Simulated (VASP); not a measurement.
# PtSe (F-43m) in VASP: notebook

Aim: see how the results for PtSe move with the level of theory and the settings. Levels: PBE, B3LYP. Tasks: single point.

All numbers are computed with VASP 6.6.1; they aren't measurements. Logs are shortened: lines on timing, memory, paths and dates and some standing lists are left out, and cuts for length are marked.

**1. The cell of the first run**

It takes space group F-43m (No. 216, cubic). Conventional cell: a = 6.075 Å, b = 6.075 Å, c = 6.075 Å, α = 90.00°, β = 90.00°, γ = 90.00°. Pt (site symmetry -43m) has 4 Se at 2.63 Å within 3.5 Å. Within 3.5 Å of Se (site symmetry -43m) lie 4 Pt at 2.63 Å.

**2. Single point, PBE**

INCAR reads:

```
PREC = Accurate
ENCUT = 520
EDIFF = 1E-6
ISMEAR = -1
SIGMA = 0.04
LREAL = F
LASPH = T
NELM = 60
ALGO = Normal
ISIF = 2
LWAVE = F
LCHARG = T
GGA = PE
LELF = T
LVHAR = T
NBANDS = 15
```

KPOINTS reads:

```
regular mesh
0
Gamma
  5 5 5
```

POSCAR reads:

```
PtSe
1.0
    0.0000000000      3.0374472300      3.0374472300
    3.0374472300      0.0000000000      3.0374472300
    3.0374472300      3.0374472300      0.0000000000
Pt Se
1 1
Direct
    0.0000000000      0.0000000000      0.0000000000
    0.2500000000      0.2500000000      0.2500000000
```

Potentials or basis: VASP PAW PBE potentials, release 64 (Pt, Se).

On the command line:

```
$ cat potpaw_PBE.64/Pt/POTCAR potpaw_PBE.64/Se/POTCAR > POTCAR
$ mpirun -np 1 vasp_std > vasp.out
```

OUTCAR:

```text
PREC = Accurate
   ENCUT = 520
   EDIFF = 1E-6
   ISMEAR = -1
   LREAL = F
   LASPH = T
   NELM = 60
   ISIF = 2
   GGA = PE

 ion  position               nearest neighbor table
   1  0.000  0.000  0.000-   2 2.63   2 2.63   2 2.63   2 2.63
   2  0.250  0.250  0.250-   1 2.63   1 2.63   1 2.63   1 2.63

  LATTYP: Found a face centered cubic cell.
 ALAT       =     6.0748944600

  Lattice vectors:

 A1 = (   0.0000000000,   3.0374472300,   3.0374472300)
 A2 = (   3.0374472300,   0.0000000000,   3.0374472300)
 A3 = (   3.0374472300,   3.0374472300,   0.0000000000)

Analysis of symmetry for initial positions (statically):
=====================================================================
 Subroutine PRICEL returns:
 Original cell was already a primitive cell.

 Routine SETGRP: Setting up the symmetry group for a
 face centered cubic supercell.

 Subroutine GETGRP returns: Found 24 space group operations
 (whereof 24 operations were pure point group operations)
 out of a pool of 48 trial point group operations.

The static configuration has the point symmetry T_d .

Analysis of symmetry for dynamics (positions and initial velocities):
=====================================================================
 Subroutine PRICEL returns:
 Original cell was already a primitive cell.

 Routine SETGRP: Setting up the symmetry group for a
 face centered cubic supercell.

 Subroutine GETGRP returns: Found 24 space group operations
 (whereof 24 operations were pure point group operations)
 out of a pool of 48 trial point group operations.

The dynamic configuration has the point symmetry T_d .

 Subroutine INISYM returns: Found 24 space group operations
 (whereof 24 operations are pure point group operations),
 and found     1 'primitive' translations

----------------------------------------------------------------------------------------

                                     Primitive cell

  volume of cell :      56.0475

  direct lattice vectors                    reciprocal lattice vectors
     0.000000000  3.037447230  3.037447230    -0.164611913  0.164611913  0.164611913
     3.037447230  0.000000000  3.037447230     0.164611913 -0.164611913  0.164611913
     3.037447230  3.037447230  0.000000000     0.164611913  0.164611913 -0.164611913

  length of vectors
     4.295599068  4.295599068  4.295599068     0.285116197  0.285116197  0.285116197

  position of ions in fractional coordinates (direct lattice)
     0.000000000  0.000000000  0.000000000
[... 72 lines left out ...]
   TEBEG  =    0.0;   TEEND  =   0.0 temperature during run
   PSTRESS=    0.0 pullay stress
   NELECT =      16.0000    total number of electrons
   NUPDOWN=      -1.0000    fix difference up-down
   EMIN   =  10.00;   EMAX   =-10.00  energy-range for DOS
   EFERMI =   0.00;   METHOD = LEGACY
   ISMEAR =    -1;   SIGMA  =   0.04  broadening in eV -4-tet -1-fermi 0-gaus
   EFERMI_NEDOS =   21; number of points for ismear=-14 and -15
   IALGO  =     38    algorithm
   IMIX   =      4    mixing-type and parameters
     AMIX     =   0.40;   BMIX     =  1.00
     AMIX_MAG =   1.60;   BMIX_MAG =  1.00
  volume/ion in A,a.u.               =      28.02       189.11
  Fermi-wavevector in a.u.,A,eV,Ry     =   1.077944  2.037018 15.809462  1.161963
  Thomas-Fermi vector in A             =   2.213869
   LORBIT       =      0    0 simple, 1 ext, 2 COOP (PROOUT), +10 PAW based schemes
   GGA     = PE    functional components
   LHFCALC =     F    Hartree Fock is set to
   AEXX    =    0.0000 exact exchange contribution
   IVDW    =     0    specifies the selected vdW correction
   LEPSILON=     F    determine dielectric tensor
   LRPA    =     F    only Hartree local field effects (RPA)
 non-spin polarized calculation
  energy-cutoff  :      520.00
  volume of cell :       56.05
 maximum number of plane-waves:      1524
   NGX = 15   NGY = 15   NGZ = 15

 number of electron      16.0000002 magnetization

 Free energy of the ion-electron system (eV)
  ---------------------------------------------------
  ext. energy  EPLUGINS =         0.00000000
  ---------------------------------------------------
  free energy    TOTEN  =        -9.09786948 eV

  energy without entropy =       -9.08082280  energy(sigma->0) =       -9.08934614

 E-fermi :   3.0019     XC(G=0):  -9.1390

 val. band max:        2.8939503419   @ k =   0.2000   0.2000   0.0000
 cond. band min:       3.0579397294   @ k =   0.4000   0.2000   0.0000
 fundamental gap:      0.1639893875
 Fermi energy:         3.0018953775

 k-point     1 :       0.0000    0.0000    0.0000
  band No.  band energies     occupation
      1     -10.6353      2.00000
      2      -1.3469      2.00000
      3      -1.3469      2.00000
      4      -1.3469      2.00000
      5       0.8809      2.00000
      6       0.8809      2.00000
      7       3.3168      0.00076
      8       4.6631      0.00000
      9       4.6631      0.00000
     10       4.6631      0.00000
     11       9.5682      0.00000
     12       9.5682      0.00000
     13       9.5682      0.00000
     14      13.0110      0.00000
[... 149 lines left out ...]
      2      -1.7940      2.00000
      3      -1.1834      2.00000
      4      -0.6755      2.00000
      5       0.7959      2.00000
      6       0.8940      2.00000
      7       1.5174      2.00000
      8       1.8314      2.00000
      9       2.8655      1.93600
     10       7.5145      0.00000
     11       8.8436      0.00000
     12       9.8766      0.00000
     13      12.1226      0.00000
     14      13.3829      0.00000
     15      15.3344      0.00000

------------------------ aborting loop because EDIFF is reached ----------------------------------------

  FORCE on cell =-STRESS in cart. coord.  units (eV):
  Direction    XX          YY          ZZ          XY          YZ          ZX
  --------------------------------------------------------------------------------------
  -------------------------------------------------------------------------------------
  Total       -3.7965388     -3.7965388     -3.7965388      0.0000000      0.0000000      0.0000000
  in kB     -108.5281023   -108.5281023   -108.5281023      0.0000000      0.0000000      0.0000000
  external PRESSURE =    -108.5281023 kB  Pullay stress =       0.0000000 kB

 VOLUME and BASIS-vectors are now :
 -----------------------------------------------------------------------------
  energy-cutoff  :      520.00
  volume of cell :       56.05
      direct lattice vectors                 reciprocal lattice vectors
     0.000000000  3.037447230  3.037447230    -0.164611913  0.164611913  0.164611913
     3.037447230  0.000000000  3.037447230     0.164611913 -0.164611913  0.164611913
     3.037447230  3.037447230  0.000000000     0.164611913  0.164611913 -0.164611913

 POSITION                                       TOTAL-FORCE (eV/Angst)
 -----------------------------------------------------------------------------------
      0.00000      0.00000      0.00000         0.000000      0.000000      0.000000
      1.51872      1.51872      1.51872        -0.000000     -0.000000     -0.000000
 -----------------------------------------------------------------------------------
    total drift:                               -0.000000     -0.000000     -0.000000

  FREE ENERGIE OF THE ION-ELECTRON SYSTEM (eV)
  ---------------------------------------------------
  free  energy   TOTEN  =        -9.0978694784 eV

  energy  without entropy=       -9.0808228015  energy(sigma->0) =       -9.08934614
```

OSZICAR:

```text
N       E                     dE             d eps       ncg     rms          rms(c)
DAV:   1     0.739802017099E+02    0.73980E+02   -0.69982E+03   300   0.910E+02
DAV:   2    -0.634296076212E+01   -0.80323E+02   -0.71855E+02   349   0.184E+02
DAV:   3    -0.927527415455E+01   -0.29323E+01   -0.28973E+01   370   0.348E+01
DAV:   4    -0.929731089937E+01   -0.22037E-01   -0.22034E-01   391   0.331E+00
DAV:   5    -0.929763696234E+01   -0.32606E-03   -0.32606E-03   384   0.393E-01    0.656E+00
DAV:   6    -0.913712245640E+01    0.16051E+00   -0.89208E-01   335   0.761E+00    0.425E+00
DAV:   7    -0.910334434003E+01    0.33778E-01   -0.98167E-02   321   0.272E+00    0.245E+00
DAV:   8    -0.909821136163E+01    0.51330E-02   -0.25618E-02   370   0.119E+00    0.345E-01
DAV:   9    -0.909789885820E+01    0.31250E-03   -0.16555E-03   342   0.246E-01    0.821E-02
DAV:  10    -0.909785588196E+01    0.42976E-04   -0.36221E-04   377   0.152E-01    0.213E-02
DAV:  11    -0.909786903191E+01   -0.13150E-04   -0.16089E-05   335   0.319E-02    0.377E-03
DAV:  12    -0.909786947842E+01   -0.44651E-06   -0.16711E-06   333   0.917E-03
   1 F= -.90978695E+01 E0= -.90893461E+01  d E =-.170467E-01
```

It took 14 s on 1 thread of Intel Xeon Platinum 8488C (Sapphire Rapids), shared host; peak memory 0.17 GiB.

Results:

* Free energy: -9.0979 eV
* Pressure: -10.9 GPa
* Band gap on the k mesh: zero (band 8 reaches 4.66 eV, above the bottom of band 9 at 2.33 eV)

Caveat: spin-orbit coupling is left out, which moves the levels of the heavy elements.

**3. Single point, B3LYP**

POSCAR is that of step 2.

INCAR.step1 reads:

```
  PREC = Accurate
  ENCUT = 520
  EDIFF = 1E-5
  ISMEAR = -1
  SIGMA = 0.05
  LREAL = F
  LASPH = T
  NELM = 60
  ALGO = Normal
  ISIF = 2
  LWAVE = T
  NBANDS = 15
  GGA = PE
```

INCAR.step2 reads:

```
  PREC = Accurate
  ENCUT = 520
  EDIFF = 1E-6
  ISMEAR = -1
  SIGMA = 0.05
  LREAL = F
  LASPH = T
  NELM = 60
  ALGO = Normal
  ISIF = 2
  LWAVE = F
  LCHARG = T
  GGA = B3
  LHFCALC = T
  AEXX = 0.2
  AGGAX = 0.72
  AGGAC = 0.81
  ALDAC = 0.19
  PRECFOCK = Normal
  LELF = T
  LVHAR = T
  NBANDS = 15
  ISTART = 1
```

KPOINTS reads:

```
regular mesh
0
Gamma
  4 4 4
```

Potentials or basis: VASP PAW PBE potentials, release 64 (Pt, Se).

On the command line:

```
$ cat potpaw_PBE.64/Pt/POTCAR potpaw_PBE.64/Se/POTCAR > POTCAR
$ cp INCAR.step1 INCAR
$ mpirun -np 1 vasp_std > vasp.out
$ cp INCAR.step2 INCAR
$ mpirun -np 1 vasp_std > vasp.out
```

It took 2.6 min on 1 thread of AMD EPYC 9R45 (Zen 5), shared host; peak memory 0.16 GiB.

Results (log left out):

- Free energy: -10.2130 eV
- Pressure: -9.6 GPa
- Band gap on the k mesh: zero (band 8 reaches 5.15 eV, above the bottom of band 9 at 1.62 eV)

Levels at points of the mesh, in eV from the Fermi level:
| k point | band 5 | band 6 | band 7 | band 8 | band 9 | band 10 |
| --- | --- | --- | --- | --- | --- | --- |
| (0.00, 0.00, 0.00) | -2.80 | -2.80 | 1.30 | 2.40 | 2.40 | 2.40 |
| (0.50, 0.00, 0.00) | -2.65 | -2.65 | -2.32 | 1.02 | 1.02 | 3.50 |
| (0.50, 0.50, 0.00) | -2.54 | -2.52 | -2.39 | -1.12 | -1.12 | 5.32 |

Caveat: the k points lie up to 0.45 Å⁻¹ apart; the PAW data sets were made with another functional, which shifts forces and pressure a little; spin-orbit coupling is left out, which moves the levels of the heavy elements.
